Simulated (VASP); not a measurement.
# KF (R-3m) in VASP: notebook

KF is run at these levels: PBE; tasks: single point.

Program: VASP 6.6.1. These are calculated values, not measurements. Logs are shortened: lines on timing, memory, paths and dates and some standing lists are left out, and cuts for length are marked.

## (1) The cell of the first run

It takes space group R-3m (No. 166, trigonal). Conventional cell: a = 3.669 Å, b = 3.669 Å, c = 9.430 Å, α = 90.00°, β = 90.00°, γ = 120.00°. K (site symmetry -3m) has 6 F at 2.64 Å within 3.5 Å. Within 3.5 Å of F (site symmetry -3m) lie 6 K at 2.64 Å.

## (2) Single point, PBE (18.32 Å³/atom)

INCAR reads:

```
SYSTEM = KF
  ALGO = Normal
  EDIFF = 1E-6
  ENCUT = 520
  GGA = PE
  ISIF = 2
  ISMEAR = 0
  LASPH = .TRUE.
  LCHARG = .FALSE.
  LREAL = .FALSE.
  LWAVE = .FALSE.
  NBANDS = 15
  NELM = 60
  PREC = Accurate
  SIGMA = 0.05
```

KPOINTS reads:

```
k-points
0
G
  8 8 8
  0 0 0
```

POSCAR reads:

```
KF
1.0
    0.0852652679      2.6795431953      2.6795431953
    2.6795431953      0.0852652679      2.6795431953
    2.6795431953      2.6795431953      0.0852652679
K F
1 1
Direct
    0.0000000000      0.0000000000      0.0000000000
    0.5000000000      0.5000000000      0.5000000000
```

Potentials or basis: VASP PAW PBE potentials, release 64 (K_sv, F).

Started as:

```console
cat potpaw_PBE.64/K_sv/POTCAR potpaw_PBE.64/F/POTCAR > POTCAR
mpirun -np 1 vasp_std > vasp.out
```

OUTCAR:

```text
SYSTEM = KF
   EDIFF = 1E-6
   ENCUT = 520
   GGA = PE
   ISIF = 2
   ISMEAR = 0
   LASPH = .TRUE.
   LREAL = .FALSE.
   NELM = 60
   PREC = Accurate

 ion  position               nearest neighbor table
   1  0.000  0.000  0.000-   2 2.64   2 2.64   2 2.64   2 2.64   2 2.64   2 2.64
   2  0.500  0.500  0.500-   1 2.64   1 2.64   1 2.64   1 2.64   1 2.64   1 2.64

  LATTYP: Found a trigonal (rhomboedric) cell.
 ALAT       =     3.7904054713
 COS(alpha) =     0.5315517071

  Lattice vectors:

 A1 = (   0.0852652679,   2.6795431953,   2.6795431953)
 A2 = (   2.6795431953,   0.0852652679,   2.6795431953)
 A3 = (   2.6795431953,   2.6795431953,   0.0852652679)

Analysis of symmetry for initial positions (statically):
=====================================================================
 Subroutine PRICEL returns:
 Original cell was already a primitive cell.

 Routine SETGRP: Setting up the symmetry group for a
 trigonal (rhombohedral) supercell.

 Subroutine GETGRP returns: Found 12 space group operations
 (whereof 12 operations were pure point group operations)
 out of a pool of 12 trial point group operations.

The static configuration has the point symmetry D_3d.

Analysis of symmetry for dynamics (positions and initial velocities):
=====================================================================
 Subroutine PRICEL returns:
 Original cell was already a primitive cell.

 Routine SETGRP: Setting up the symmetry group for a
 trigonal (rhombohedral) supercell.

 Subroutine GETGRP returns: Found 12 space group operations
 (whereof 12 operations were pure point group operations)
 out of a pool of 12 trial point group operations.

The dynamic configuration has the point symmetry D_3d.

 Subroutine INISYM returns: Found 12 space group operations
 (whereof 12 operations are pure point group operations),
 and found     1 'primitive' translations

----------------------------------------------------------------------------------------

                                     Primitive cell

  volume of cell :      36.6420

  direct lattice vectors                    reciprocal lattice vectors
     0.085265268  2.679543195  2.679543195    -0.195750275  0.189713437  0.189713437
     2.679543195  0.085265268  2.679543195     0.189713437 -0.195750275  0.189713437
     2.679543195  2.679543195  0.085265268     0.189713437  0.189713437 -0.195750275

  length of vectors
     3.790405471  3.790405471  3.790405471     0.332115261  0.332115261  0.332115261

  position of ions in fractional coordinates (direct lattice)
     0.000000000  0.000000000  0.000000000
     0.500000000  0.500000000  0.500000000

  ion indices of the primitive-cell ions
   primitive index   ion index
                 1           1
                 2           2

----------------------------------------------------------------------------------------

 KPOINTS: k-points

Automatic generation of k-mesh.
 Grid dimensions read from file:
 generate k-points for:    8    8    8

 Generating k-lattice:

  Cartesian coordinates                     Fractional coordinates (reciprocal lattice)
    -0.024468784  0.023714180  0.023714180     0.125000000  0.000000000 -0.000000000
     0.023714180 -0.024468784  0.023714180     0.000000000  0.125000000 -0.000000000
     0.023714180  0.023714180 -0.024468784     0.000000000  0.000000000  0.125000000

  Length of vectors
     0.041514408  0.041514408  0.041514408

  Shift w.r.t. Gamma in fractional coordinates (k-lattice)
     0.000000000  0.000000000  0.000000000

 Subroutine IBZKPT returns following result:
 ===========================================

 Found     65 irreducible k-points:

 Following reciprocal coordinates:
            Coordinates               Weight
  0.000000  0.000000  0.000000      1.000000
  0.125000  0.000000  0.000000      6.000000
  0.250000  0.000000  0.000000      6.000000
  0.375000  0.000000  0.000000      6.000000
  0.500000  0.000000  0.000000      3.000000
  0.125000  0.125000  0.000000      6.000000
[... 16 lines left out ...]
  0.250000  0.125000  0.125000      6.000000
  0.375000  0.125000  0.125000      6.000000
 [... further k-points ...]
   k-points           NKPTS =     65   k-points in BZ     NKDIM =     65   number of bands    NBANDS=     15
   number of dos      NEDOS =    301   number of ions     NIONS =      2
   total plane-waves  NPLWV =  21952
   dimension x,y,z NGX =    28 NGY =   28 NGZ =   28
   dimension x,y,z NGXF=    56 NGYF=   56 NGZF=   56
   ions per type =               1   1
   NGX,Y,Z   is equivalent  to a cutoff of  12.28, 12.28, 12.28 a.u.
   NGXF,Y,Z  is equivalent  to a cutoff of  24.56, 24.56, 24.56 a.u.
 SYSTEM =  KF
   PREC   = accura    normal or accurate (medium, high low for compatibility)
   ISTART =      0    job   : 0-new  1-cont  2-samecut
   ICHARG =      2    charge: 1-file 2-atom 10-const
   ISPIN  =      1    spin polarized calculation?
   LNONCOLLINEAR =      F non collinear calculations
   LSORBIT =      F    spin-orbit coupling
   LASPH  =      T    aspherical Exc in radial PAW
   ENCUT  =  520.0 eV  38.22 Ry    6.18 a.u.   7.05  7.05  7.05*2*pi/ulx,y,z
   NELM   =     60;   NELMIN=  2; NELMDL= -5     # of ELM steps
   EDIFF  = 0.1E-05   stopping-criterion for ELM
   LREAL  =      F    real-space projection
   EDIFFG = 0.1E-04   stopping-criterion for IOM
   NSW    =      0    number of steps for IOM
   IBRION =     -1    ionic relax: 0-MD 1-quasi-New 2-CG
   NFREE  =      0    steps in history (QN), initial steepest desc. (CG)
   ISIF   =      2    stress and relaxation
   ISYM   =      2    0-nonsym 1-usesym 2-fastsym
   POTIM  = 0.5000    time-step for ionic-motion
   TEBEG  =    0.0;   TEEND  =   0.0 temperature during run
   PSTRESS=    0.0 pullay stress
   NELECT =      16.0000    total number of electrons
   NUPDOWN=      -1.0000    fix difference up-down
   EMIN   =  10.00;   EMAX   =-10.00  energy-range for DOS
   EFERMI =   0.00;   METHOD = LEGACY
   ISMEAR =     0;   SIGMA  =   0.05  broadening in eV -4-tet -1-fermi 0-gaus
   EFERMI_NEDOS =   21; number of points for ismear=-14 and -15
   IALGO  =     38    algorithm
   IMIX   =      4    mixing-type and parameters
     AMIX     =   0.40;   BMIX     =  1.00
     AMIX_MAG =   1.60;   BMIX_MAG =  1.00
  volume/ion in A,a.u.               =      18.32       123.64
  Fermi-wavevector in a.u.,A,eV,Ry     =   1.242000  2.347041 20.987874  1.542565
  Thomas-Fermi vector in A             =   2.376374
   LORBIT       =      0    0 simple, 1 ext, 2 COOP (PROOUT), +10 PAW based schemes
   GGA     = PE    functional components
   LHFCALC =     F    Hartree Fock is set to
   AEXX    =    0.0000 exact exchange contribution
   IVDW    =     0    specifies the selected vdW correction
   LEPSILON=     F    determine dielectric tensor
   LRPA    =     F    only Hartree local field effects (RPA)
 non-spin polarized calculation
 Gauss-broadening in eV      SIGMA  =   0.05
  energy-cutoff  :      520.00
  volume of cell :       36.64
 maximum number of plane-waves:      1002
   NGX = 15   NGY = 15   NGZ = 15

 number of electron      16.0000007 magnetization

 Free energy of the ion-electron system (eV)
  ---------------------------------------------------
  ext. energy  EPLUGINS =         0.00000000
  ---------------------------------------------------
  free energy    TOTEN  =        -8.26293104 eV

  energy without entropy =       -8.26293104  energy(sigma->0) =       -8.26293104

 E-fermi :  -2.4484     XC(G=0):  -8.5903

 val. band max:       -2.6681283584   @ k =   0.0000   0.0000   0.0000
 cond. band min:       3.6851049629   @ k =   0.0000   0.0000   0.0000
 fundamental gap:      6.3532333213
 Fermi energy:        -2.4484334193

 k-point     1 :       0.0000    0.0000    0.0000
  band No.  band energies     occupation
      1     -28.7318      2.00000
      2     -21.3654      2.00000
      3     -11.9671      2.00000
      4     -11.9392      2.00000
      5     -11.9392      2.00000
      6      -2.7171      2.00000
      7      -2.6681      2.00000
      8      -2.6681      2.00000
      9       3.6851      0.00000
     10       7.7820      0.00000
     11       8.2466      0.00000
     12       8.2466      0.00000
     13       9.8409      0.00000
     14       9.8409      0.00000
     15      14.5145      0.00000

 k-point     2 :       0.1250    0.0000    0.0000
  band No.  band energies     occupation
      1     -28.7145      2.00000
      2     -21.3803      2.00000
      3     -11.9914      2.00000
      4     -11.9678      2.00000
      5     -11.9483      2.00000
      6      -2.8267      2.00000
      7      -2.7732      2.00000
      8      -2.7254      2.00000
      9       4.1449      0.00000
     10       7.8669      0.00000
     11       8.1042      0.00000
     12       8.4882      0.00000
     13       9.9776      0.00000
     14       9.9900      0.00000
     15      15.3353      0.00000

 k-point     3 :       0.2500    0.0000    0.0000
  band No.  band energies     occupation
      1     -28.6723      2.00000
      2     -21.4169      2.00000
      3     -12.1105      2.00000
      4     -11.9749      2.00000
      5     -11.9700      2.00000
      6      -3.1446      2.00000
      7      -2.9245      2.00000
      8      -2.8604      2.00000
      9       5.2784      0.00000
     10       7.5487      0.00000
     11       8.6162      0.00000
     12       9.0867      0.00000
     13      10.4075      0.00000
     14      10.4575      0.00000
     15      16.4814      0.00000

 k-point     4 :       0.3750    0.0000    0.0000
  band No.  band energies     occupation
      1     -28.6296      2.00000
      2     -21.4540      2.00000
      3     -12.2284      2.00000
      4     -11.9914      2.00000
      5     -11.9810      2.00000
      6      -3.4216      2.00000
      7      -3.0688      2.00000
      8      -2.9910      2.00000
      9       6.3273      0.00000
     10       7.7503      0.00000
     11       9.1695      0.00000
     12       9.6291      0.00000
     13      11.1801      0.00000
     14      11.3163      0.00000
     15      15.0340      0.00000
[... 307 lines left out ...]
 k-point    22 :       0.1250    0.1250    0.1250
  band No.  band energies     occupation
      1     -28.7173      2.00000
      2     -21.3832      2.00000
      3     -11.9999      2.00000
      4     -11.9431      2.00000
      5     -11.9431      2.00000
      6      -2.8588      2.00000
      7      -2.7193      2.00000
      8      -2.7193      2.00000
      9       4.1008      0.00000
     10       7.6249      0.00000
     11       8.4286      0.00000
     12       8.4286      0.00000
     13      10.0167      0.00000
     14      10.0167      0.00000
     15      15.1634      0.00000

 k-point    23 :       0.2500    0.1250    0.1250
  band No.  band energies     occupation
      1     -28.6933      2.00000
      2     -21.4039      2.00000
      3     -12.0273      2.00000
      4     -12.0157      2.00000
      5     -11.9380      2.00000
      6      -3.0518      2.00000
      7      -2.8347      2.00000
      8      -2.7285      2.00000
      9       4.7374      0.00000
     10       7.4399      0.00000
     11       8.6852      0.00000
     12       8.7309      0.00000
     13      10.2623      0.00000
     14      10.2680      0.00000
     15      16.1234      0.00000

 k-point    24 :       0.3750    0.1250    0.1250
  band No.  band energies     occupation
      1     -28.6516      2.00000
      2     -21.4345      2.00000
      3     -12.1556      2.00000
      4     -12.0464      2.00000
      5     -11.9602      2.00000
      6      -3.2775      2.00000
      7      -2.9612      2.00000
      8      -2.8519      2.00000
      9       5.8485      0.00000
     10       7.3443      0.00000
     11       9.0424      0.00000
     12       9.3122      0.00000
     13      10.6960      0.00000
     14      10.9729      0.00000
     15      15.8443      0.00000

 [... further k-points ...]

------------------------ aborting loop because EDIFF is reached ----------------------------------------

  FORCE on cell =-STRESS in cart. coord.  units (eV):
  Direction    XX          YY          ZZ          XY          YZ          ZX
  --------------------------------------------------------------------------------------
  -------------------------------------------------------------------------------------
  Total        0.6815727      0.6815727      0.6815727     -0.1014406     -0.1014406     -0.1014406
  in kB       29.8018754     29.8018754     29.8018754     -4.4355083     -4.4355083     -4.4355083
  external PRESSURE =      29.8018754 kB  Pullay stress =       0.0000000 kB

 VOLUME and BASIS-vectors are now :
 -----------------------------------------------------------------------------
  energy-cutoff  :      520.00
  volume of cell :       36.64
      direct lattice vectors                 reciprocal lattice vectors
     0.085265268  2.679543195  2.679543195    -0.195750275  0.189713437  0.189713437
     2.679543195  0.085265268  2.679543195     0.189713437 -0.195750275  0.189713437
     2.679543195  2.679543195  0.085265268     0.189713437  0.189713437 -0.195750275

 POSITION                                       TOTAL-FORCE (eV/Angst)
 -----------------------------------------------------------------------------------
      0.00000      0.00000      0.00000         0.000000     -0.000000      0.000000
      2.72218      2.72218      2.72218        -0.000000      0.000000     -0.000000
 -----------------------------------------------------------------------------------
    total drift:                                0.000000      0.000000      0.000000

  FREE ENERGIE OF THE ION-ELECTRON SYSTEM (eV)
  ---------------------------------------------------
  free  energy   TOTEN  =        -8.2629310417 eV

  energy  without entropy=       -8.2629310417  energy(sigma->0) =       -8.26293104
```

Wall time 22 s (1 thread of AMD EPYC 9R45 (Zen 5), shared host); peak memory 0.14 GiB.

Results:

```
Free energy            : -8.2629 eV
Pressure               : 3.0 GPa
Band gap on the k mesh : 6.35 eV
```

Levels at points of the mesh, in eV from the valence-band top:
```tsv
k point	band 5	band 6	band 7	band 8	band 9	band 10	band 11	band 12
(0.00, 0.00, 0.00)	-9.27	-0.05	0.00	0.00	6.35	10.45	10.91	10.91
(0.50, 0.00, 0.00)	-9.32	-0.86	-0.46	-0.38	9.24	10.94	12.04	12.48
(0.50, 0.50, 0.00)	-9.50	-0.22	-0.08	-0.05	8.20	10.49	12.12	13.77
(0.50, 0.50, 0.50)	-9.30	-0.86	-0.34	-0.34	9.08	10.75	12.16	12.16
```

## (3) Single point, PBE (18.32 Å³/atom)

INCAR reads:

```
SYSTEM = KF
PREC = Accurate
ENCUT = 520
EDIFF = 1E-6
ISMEAR = 0
SIGMA = 0.05
LREAL = .False.
LASPH = .True.
NELM = 60
ALGO = Normal
ISIF = 2
LWAVE = .False.
LCHARG = .True.
GGA = PE
LELF = .True.
LVHAR = .True.
NBANDS = 15
```

KPOINTS reads:

```
Automatic mesh
0
Gamma
  8 8 8
  0 0 0
```

POSCAR reads:

```
KF
1.0
    0.0566846356      2.6648733897      2.6648733897
    2.6648733897      0.0566846356      2.6648733897
    2.6648733897      2.6648733897      0.0566846356
K F
1 1
Direct
    0.0000000000      0.0000000000      0.0000000000
    0.5000000000      0.5000000000      0.5000000000
```

Potentials or basis: VASP PAW PBE potentials, release 64 (K_sv, F).

Started as:

```console
cat potpaw_PBE.64/K_sv/POTCAR potpaw_PBE.64/F/POTCAR > POTCAR
mpirun -np 1 vasp_std > vasp.out
```

OUTCAR:

```text
SYSTEM = KF
   PREC = Accurate
   ENCUT = 520
   EDIFF = 1E-6
   ISMEAR = 0
   LREAL = .False.
   LASPH = .True.
   NELM = 60
   ISIF = 2
   GGA = PE

 ion  position               nearest neighbor table
   1  0.000  0.000  0.000-   2 2.64   2 2.64   2 2.64   2 2.64   2 2.64   2 2.64
   2  0.500  0.500  0.500-   1 2.64   1 2.64   1 2.64   1 2.64   1 2.64   1 2.64

  LATTYP: Found a trigonal (rhomboedric) cell.
 ALAT       =     3.7691263595
 COS(alpha) =     0.5211531429

  Lattice vectors:

 A1 = (   0.0566846356,   2.6648733897,   2.6648733897)
 A2 = (   2.6648733897,   0.0566846356,   2.6648733897)
 A3 = (   2.6648733897,   2.6648733897,   0.0566846356)

Analysis of symmetry for initial positions (statically):
=====================================================================
 Subroutine PRICEL returns:
 Original cell was already a primitive cell.

 Routine SETGRP: Setting up the symmetry group for a
 trigonal (rhombohedral) supercell.

 Subroutine GETGRP returns: Found 12 space group operations
 (whereof 12 operations were pure point group operations)
 out of a pool of 12 trial point group operations.

The static configuration has the point symmetry D_3d.

[... 176 lines left out ...]
      8      -2.6784      2.00000
      9       3.6873      0.00000
     10       7.8832      0.00000
     11       8.2007      0.00000
     12       8.2007      0.00000
     13       9.8312      0.00000
     14       9.8312      0.00000
[... 401 lines left out ...]
      2     -21.4381      2.00000
      3     -12.1463      2.00000
      4     -12.0471      2.00000
      5     -11.9550      2.00000
      6      -3.2831      2.00000
      7      -2.9764      2.00000
      8      -2.8449      2.00000
      9       5.8561      0.00000
     10       7.3346      0.00000
     11       9.1118      0.00000
     12       9.2541      0.00000
     13      10.6844      0.00000
     14      10.9872      0.00000
     15      15.8708      0.00000

 [... further k-points ...]

------------------------ aborting loop because EDIFF is reached ----------------------------------------

  FORCE on cell =-STRESS in cart. coord.  units (eV):
  Direction    XX          YY          ZZ          XY          YZ          ZX
  --------------------------------------------------------------------------------------
  -------------------------------------------------------------------------------------
  Total        0.6876516      0.6876516      0.6876516     -0.0652993     -0.0652993     -0.0652993
  in kB       30.0676762     30.0676762     30.0676762     -2.8552223     -2.8552223     -2.8552223
  external PRESSURE =      30.0676762 kB  Pullay stress =       0.0000000 kB

 VOLUME and BASIS-vectors are now :
 -----------------------------------------------------------------------------
  energy-cutoff  :      520.00
  volume of cell :       36.64
      direct lattice vectors                 reciprocal lattice vectors
     0.056684636  2.664873390  2.664873390    -0.193721332  0.189686502  0.189686502
     2.664873390  0.056684636  2.664873390     0.189686502 -0.193721332  0.189686502
     2.664873390  2.664873390  0.056684636     0.189686502  0.189686502 -0.193721332

 POSITION                                       TOTAL-FORCE (eV/Angst)
 -----------------------------------------------------------------------------------
      0.00000      0.00000      0.00000        -0.000000      0.000000     -0.000000
      2.69322      2.69322      2.69322         0.000000     -0.000000      0.000000
 -----------------------------------------------------------------------------------
    total drift:                                0.000000      0.000000      0.000000

  FREE ENERGIE OF THE ION-ELECTRON SYSTEM (eV)
  ---------------------------------------------------
  free  energy   TOTEN  =        -8.2655668373 eV

  energy  without entropy=       -8.2655668373  energy(sigma->0) =       -8.26556684
```

It took 20 s on 1 thread of AMD EPYC 9R45 (Zen 5), shared host; peak memory 0.15 GiB.

Results:

* Free energy: -8.2656 eV
* Pressure: 3.0 GPa
* Band gap on the k mesh: 6.37 eV

Caveat: the cell stands under pressure. A k mesh can miss the band edges.
